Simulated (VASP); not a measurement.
Input of a VASP 6.6.1 run:

INCAR

```
SYSTEM = AlRu
PREC = Accurate
ENCUT = 520
EDIFF = 1E-7
ISMEAR = 0
SIGMA = 0.1
LREAL = .False.
LASPH = .True.
NELM = 80
ALGO = Normal
ISIF = 2
LWAVE = .False.
LCHARG = .False.
GGA = PE
NBANDS = 16
```

The input KPOINTS:

```
regular mesh
0
Gamma
  18 18 18
  0 0 0
```

Contents of POSCAR:

```
AlRu
1.0
    3.0037273066      0.0000000000      0.0000000000
    0.0000000000      3.0037273066      0.0000000000
    0.0000000000      0.0000000000      3.0037273066
Al Ru
1 1
Direct
    0.0000000000      0.0000000000      0.0000000000
    0.5000000000      0.5000000000      0.5000000000
```

Potentials or basis: VASP PAW PBE potentials, release 64 (Al, Ru_pv).

Run with:

```bash
$ cat potpaw_PBE.64/Al/POTCAR potpaw_PBE.64/Ru_pv/POTCAR > POTCAR
$ mpirun -np 1 vasp_std > vasp.out
```

Problem. What does it give for the band gap on the k mesh?

Solution. Zero (an odd number of electrons rules out a gap without spin polarisation).

Problem. Predict the pressure.

Solution. -0.1 GPa.
